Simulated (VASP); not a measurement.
# Cd (Fm-3m) in VASP: a series of runs

The runs below take Cd through single point, relaxation of cell and atoms, with PBE.

Everything below comes from runs of VASP 6.6.1. Logs are shortened: lines on timing, memory, paths and dates and some standing lists are left out, and cuts for length are marked.

### Step 1. The cell of the first run

The structure is cubic, space group Fm-3m (No. 225). The conventional cell has a = 4.508 Å, b = 4.508 Å, c = 4.508 Å, α = 90.00°, β = 90.00°, γ = 90.00°. Within 4.2 Å of Cd (site symmetry m-3m) lie 12 Cd at 3.19 Å.

### Step 2. Single point, PBE

File INCAR:

```
SYSTEM = Cd
PREC = Accurate
ENCUT = 520
EDIFF = 1E-6
ISMEAR = 0
SIGMA = 0.1
LREAL = .False.
LASPH = .True.
NELM = 80
ALGO = Fast
ISIF = 2
LWAVE = .False.
LCHARG = .False.
GGA = PE
NBANDS = 12
```

File KPOINTS:

```
Automatic mesh
0
Gamma
  16 16 16
  0 0 0
```

File POSCAR:

```
Cd
1.0
    0.0000000000      2.2541536878      2.2541536878
    2.2541536878      0.0000000000      2.2541536878
    2.2541536878      2.2541536878      0.0000000000
Cd
1
Direct
    0.0000000000      0.0000000000      0.0000000000
```

Potentials or basis: VASP PAW PBE potentials, release 64 (Cd).

Launch:

```bash
> cat potpaw_PBE.64/Cd/POTCAR > POTCAR
> mpirun -np 1 vasp_std > vasp.out
```

OUTCAR:

```text
SYSTEM = Cd
   PREC = Accurate
   ENCUT = 520
   EDIFF = 1E-6
   ISMEAR = 0
   LREAL = .False.
   LASPH = .True.
   NELM = 80
   ISIF = 2
   GGA = PE

 ion  position               nearest neighbor table
   1  0.000  0.000  0.000-

  LATTYP: Found a face centered cubic cell.
 ALAT       =     4.5083073756

  Lattice vectors:

 A1 = (   0.0000000000,   2.2541536878,   2.2541536878)
 A2 = (   2.2541536878,   0.0000000000,   2.2541536878)
 A3 = (   2.2541536878,   2.2541536878,   0.0000000000)

Analysis of symmetry for initial positions (statically):
=====================================================================
 Subroutine PRICEL returns:
 Original cell was already a primitive cell.

 Routine SETGRP: Setting up the symmetry group for a
 face centered cubic supercell.

 Subroutine GETGRP returns: Found 48 space group operations
 (whereof 48 operations were pure point group operations)
 out of a pool of 48 trial point group operations.

The static configuration has the point symmetry O_h .

Analysis of symmetry for dynamics (positions and initial velocities):
=====================================================================
 Subroutine PRICEL returns:
 Original cell was already a primitive cell.

 Routine SETGRP: Setting up the symmetry group for a
 face centered cubic supercell.

 Subroutine GETGRP returns: Found 48 space group operations
 (whereof 48 operations were pure point group operations)
 out of a pool of 48 trial point group operations.

The dynamic configuration has the point symmetry O_h .

 Subroutine INISYM returns: Found 48 space group operations
 (whereof 48 operations are pure point group operations),
 and found     1 'primitive' translations

----------------------------------------------------------------------------------------

                                     Primitive cell

  volume of cell :      22.9077

  direct lattice vectors                    reciprocal lattice vectors
     0.000000000  2.254153688  2.254153688    -0.221812737  0.221812737  0.221812737
     2.254153688  0.000000000  2.254153688     0.221812737 -0.221812737  0.221812737
     2.254153688  2.254153688  0.000000000     0.221812737  0.221812737 -0.221812737

  length of vectors
     3.187854717  3.187854717  3.187854717     0.384190931  0.384190931  0.384190931

  position of ions in fractional coordinates (direct lattice)
     0.000000000  0.000000000  0.000000000

  ion indices of the primitive-cell ions
   primitive index   ion index
                 1           1

----------------------------------------------------------------------------------------

 KPOINTS: Automatic mesh

Automatic generation of k-mesh.
 Grid dimensions read from file:
 generate k-points for:   16   16   16

 Generating k-lattice:

  Cartesian coordinates                     Fractional coordinates (reciprocal lattice)
    -0.013863296  0.013863296  0.013863296     0.062500000  0.000000000  0.000000000
     0.013863296 -0.013863296  0.013863296     0.000000000  0.062500000  0.000000000
     0.013863296  0.013863296 -0.013863296     0.000000000  0.000000000  0.062500000

  Length of vectors
     0.024011933  0.024011933  0.024011933

  Shift w.r.t. Gamma in fractional coordinates (k-lattice)
     0.000000000  0.000000000  0.000000000

 Subroutine IBZKPT returns following result:
 ===========================================

 Found    145 irreducible k-points:

 Following reciprocal coordinates:
            Coordinates               Weight
  0.000000  0.000000  0.000000      1.000000
  0.062500  0.000000  0.000000      8.000000
  0.125000  0.000000  0.000000      8.000000
  0.187500  0.000000  0.000000      8.000000
  0.250000  0.000000  0.000000      8.000000
  0.312500  0.000000  0.000000      8.000000
[... 16 lines left out ...]
 -0.125000  0.062500  0.000000     24.000000
 -0.062500  0.062500  0.000000     12.000000
 [... further k-points ...]
   k-points           NKPTS =    145   k-points in BZ     NKDIM =    145   number of bands    NBANDS=     12
   number of dos      NEDOS =    301   number of ions     NIONS =      1
   total plane-waves  NPLWV =  13824
   dimension x,y,z NGX =    24 NGY =   24 NGZ =   24
   dimension x,y,z NGXF=    48 NGYF=   48 NGZF=   48
   ions per type =               1
   NGX,Y,Z   is equivalent  to a cutoff of  12.52, 12.52, 12.52 a.u.
   NGXF,Y,Z  is equivalent  to a cutoff of  25.03, 25.03, 25.03 a.u.
 SYSTEM =  Cd
   PREC   = accura    normal or accurate (medium, high low for compatibility)
   ISTART =      0    job   : 0-new  1-cont  2-samecut
   ICHARG =      2    charge: 1-file 2-atom 10-const
   ISPIN  =      1    spin polarized calculation?
   LNONCOLLINEAR =      F non collinear calculations
   LSORBIT =      F    spin-orbit coupling
   LASPH  =      T    aspherical Exc in radial PAW
   ENCUT  =  520.0 eV  38.22 Ry    6.18 a.u.   5.93  5.93  5.93*2*pi/ulx,y,z
   NELM   =     80;   NELMIN=  2; NELMDL= -5     # of ELM steps
   EDIFF  = 0.1E-05   stopping-criterion for ELM
   LREAL  =      F    real-space projection
   EDIFFG = 0.1E-04   stopping-criterion for IOM
   NSW    =      0    number of steps for IOM
   IBRION =     -1    ionic relax: 0-MD 1-quasi-New 2-CG
   NFREE  =      0    steps in history (QN), initial steepest desc. (CG)
   ISIF   =      2    stress and relaxation
   ISYM   =      2    0-nonsym 1-usesym 2-fastsym
   POTIM  = 0.5000    time-step for ionic-motion
   TEBEG  =    0.0;   TEEND  =   0.0 temperature during run
   PSTRESS=    0.0 pullay stress
   NELECT =      12.0000    total number of electrons
   NUPDOWN=      -1.0000    fix difference up-down
   EMIN   =  10.00;   EMAX   =-10.00  energy-range for DOS
   EFERMI =   0.00;   METHOD = LEGACY
   ISMEAR =     0;   SIGMA  =   0.10  broadening in eV -4-tet -1-fermi 0-gaus
   EFERMI_NEDOS =   21; number of points for ismear=-14 and -15
   IALGO  =     68    algorithm
   IMIX   =      4    mixing-type and parameters
     AMIX     =   0.40;   BMIX     =  1.00
     AMIX_MAG =   1.60;   BMIX_MAG =  1.00
  volume/ion in A,a.u.               =      22.91       154.59
  Fermi-wavevector in a.u.,A,eV,Ry     =   1.319700  2.493870 23.695999  1.741607
  Thomas-Fermi vector in A             =   2.449579
   LORBIT       =      0    0 simple, 1 ext, 2 COOP (PROOUT), +10 PAW based schemes
   GGA     = PE    functional components
   LHFCALC =     F    Hartree Fock is set to
   AEXX    =    0.0000 exact exchange contribution
   IVDW    =     0    specifies the selected vdW correction
   LEPSILON=     F    determine dielectric tensor
   LRPA    =     F    only Hartree local field effects (RPA)
 non-spin polarized calculation
 RMM-DIIS sequential band-by-band and
 Gauss-broadening in eV      SIGMA  =   0.10
  energy-cutoff  :      520.00
  volume of cell :       22.91
 maximum number of plane-waves:       636
   NGX = 11   NGY = 11   NGZ = 11

 number of electron      11.9999992 magnetization

 Free energy of the ion-electron system (eV)
  ---------------------------------------------------
  ext. energy  EPLUGINS =         0.00000000
  ---------------------------------------------------
  free energy    TOTEN  =        -0.73771206 eV

  energy without entropy =       -0.73516022  energy(sigma->0) =       -0.73643614

 E-fermi :   2.4897     XC(G=0): -10.7324

 val. band max:        2.4878570890   @ k =   0.4375   0.0000   0.0000
 cond. band min:       2.5600401612   @ k =  -0.3125   0.3750   0.1250
 fundamental gap:      0.0721830722
 Fermi energy:         2.4897264775

 k-point     1 :       0.0000    0.0000    0.0000
  band No.  band energies     occupation
      1      -6.5146      2.00000
      2      -6.5146      2.00000
      3      -6.5146      2.00000
      4      -6.1071      2.00000
      5      -6.1071      2.00000
      6      -5.9385      2.00000
      7      16.2198      0.00000
      8      16.9699      0.00000
      9      16.9699      0.00000
     10      16.9699      0.00000
     11      20.2697      0.00000
     12      20.2697      0.00000

 k-point     2 :       0.0625    0.0000    0.0000
  band No.  band energies     occupation
      1      -6.5237      2.00000
      2      -6.4996      2.00000
      3      -6.4996      2.00000
      4      -6.1106      2.00000
      5      -6.1106      2.00000
      6      -5.8404      2.00000
      7      15.4055      0.00000
      8      16.4204      0.00000
      9      16.8023      0.00000
     10      16.8023      0.00000
     11      20.5565      0.00000
     12      20.5583      0.00000

 k-point     3 :       0.1250    0.0000    0.0000
  band No.  band energies     occupation
      1      -6.5616      2.00000
      2      -6.4627      2.00000
      3      -6.4627      2.00000
      4      -6.1144      2.00000
      5      -6.1144      2.00000
      6      -5.5327      2.00000
      7      13.1617      0.00000
      8      16.3788      0.00000
      9      16.4180      0.00000
     10      16.4180      0.00000
     11      20.6750      0.00000
     12      21.2470      0.00000
[... 286 lines left out ...]
 k-point    23 :      -0.1250    0.0625    0.0000
  band No.  band energies     occupation
      1      -6.5756      2.00000
      2      -6.4459      2.00000
      3      -6.4380      2.00000
      4      -6.1534      2.00000
      5      -6.0941      2.00000
      6      -5.2799      2.00000
      7      12.4489      0.00000
      8      14.2288      0.00000
      9      17.0206      0.00000
     10      17.3800      0.00000
     11      19.7112      0.00000
     12      20.7882      0.00000

 k-point    24 :      -0.0625    0.0625    0.0000
  band No.  band energies     occupation
      1      -6.5386      2.00000
      2      -6.4801      2.00000
      3      -6.4752      2.00000
      4      -6.1334      2.00000
      5      -6.1030      2.00000
      6      -5.6676      2.00000
      7      14.7352      0.00000
      8      14.8221      0.00000
      9      16.8182      0.00000
     10      17.3019      0.00000
     11      20.3181      0.00000
     12      20.3771      0.00000

 [... further k-points ...]
[... 5 lines left out ...]
  --------------------------------------------------------------------------------------
  -------------------------------------------------------------------------------------
  Total        0.0408260      0.0408260      0.0408260      0.0000000      0.0000000      0.0000000
  in kB        2.8554019      2.8554019      2.8554019      0.0000000      0.0000000      0.0000000
  external PRESSURE =       2.8554019 kB  Pullay stress =       0.0000000 kB

 VOLUME and BASIS-vectors are now :
 -----------------------------------------------------------------------------
  energy-cutoff  :      520.00
  volume of cell :       22.91
      direct lattice vectors                 reciprocal lattice vectors
     0.000000000  2.254153688  2.254153688    -0.221812737  0.221812737  0.221812737
     2.254153688  0.000000000  2.254153688     0.221812737 -0.221812737  0.221812737
     2.254153688  2.254153688  0.000000000     0.221812737  0.221812737 -0.221812737

 POSITION                                       TOTAL-FORCE (eV/Angst)
 -----------------------------------------------------------------------------------
      0.00000      0.00000      0.00000         0.000000     -0.000000     -0.000000
 -----------------------------------------------------------------------------------
    total drift:                               -0.000000      0.000000     -0.000000

  FREE ENERGIE OF THE ION-ELECTRON SYSTEM (eV)
  ---------------------------------------------------
  free  energy   TOTEN  =        -0.7377120642 eV

  energy  without entropy=       -0.7351602225  energy(sigma->0) =       -0.73643614
```

It took 8.3 s on 1 thread of Intel Xeon 6975P-C (Granite Rapids), shared host; peak memory 0.16 GiB.

What came out:

* Free energy: -0.7377 eV
* Pressure: 0.3 GPa
* Band gap on the k mesh: zero (band 6 reaches 4.34 eV, above the bottom of band 7 at 1.10 eV)

### Step 3. Relaxation of cell and atoms, PBE

This run uses another cell than the first one, of 21.83 Å³/atom, 0.953 times its volume.

File INCAR:

```
SYSTEM = Cd
ALGO     = Normal         ! electronic algorithm
EDIFF    = 1E-7           ! SCF threshold, eV
EDIFFG   = -0.005         ! ionic threshold
ENCUT    = 600            ! plane-wave cutoff, eV
GGA      = PE             ! functional
IBRION   = 2              ! ionic algorithm
ISIF     = 3              ! what is computed and relaxed
ISMEAR   = 0              ! smearing method
LASPH    = .True.         ! aspherical terms in the spheres
LCHARG   = .False.        ! write CHGCAR
LREAL    = .False.        ! projectors in reciprocal space
LWAVE    = .False.        ! write WAVECAR
NELM     = 80             ! most SCF steps
NSW      = 100            ! ionic steps
PREC     = Accurate       ! precision mode
SIGMA    = 0.1            ! smearing width, eV
```

File KPOINTS:

```
k-points
0
Gamma
  16 16 16
  0 0 0
```

File POSCAR:

```
Cd
1.0
    0.0000000000      2.2181497500      2.2181497500
    2.2181497500      0.0000000000      2.2181497500
    2.2181497500      2.2181497500      0.0000000000
Cd
1
Direct
    0.0000000000      0.0000000000      0.0000000000
```

Potentials or basis: VASP PAW PBE potentials, release 64 (Cd).

Launch:

```bash
> cat potpaw_PBE.64/Cd/POTCAR > POTCAR
> mpirun -np 1 vasp_std > vasp.out
```

It took 32 s on 1 thread of Intel Xeon 6975P-C (Granite Rapids), shared host; peak memory 0.19 GiB.

Results (log left out):

```
Free energy                            : -0.7367 eV
Relaxed volume                         : 22.99 Å³/atom
Relaxed cell                           : a = 3.192 Å, b = 3.192 Å, c = 3.192 Å, α = 60.00°, β = 60.00°, γ = 60.00°
Space group after relaxing (to 0.05 Å) : Fm-3m (No. 225)
Energy gained by relaxing              : 8.5 meV/atom
Ionic steps                            : 3
Pressure after relaxing                : 0.0 GPa
Band gap on the k mesh                 : zero (band 6 reaches 4.30 eV, above the bottom of band 7 at 1.07 eV)
```

The path:
```tsv
step	energy change (eV)	largest force (eV/Å)	pressure (GPa)	volume (Å³)
1	0.0000	0.0000	2.49	21.83
2	-0.0085	0.0000	0.13	22.91
3	-0.0085	0.0000	0.00	22.99
```

Final structure:
```
CELL_PARAMETERS angstrom
0.00000 2.25685 2.25685
2.25685 0.00000 2.25685
2.25685 2.25685 0.00000
ATOMIC_POSITIONS crystal
Cd 0.00000 0.00000 0.00000
```

Levels at points of the mesh, in eV from the Fermi level:
```csv
k point,band 2,band 3,band 4,band 5,band 6,band 7,band 8,band 9,band 10
"(0.00, 0.00, 0.00)",-8.99,-8.99,-8.59,-8.59,-8.40,13.72,14.45,14.45,14.45
"(0.50, 0.00, 0.00)",-8.99,-8.99,-8.26,-8.26,-2.11,-1.39,12.09,12.09,12.84
"(0.50, 0.50, 0.00)",-9.49,-8.28,-8.17,-8.17,-0.66,1.20,6.62,6.62,10.71
```
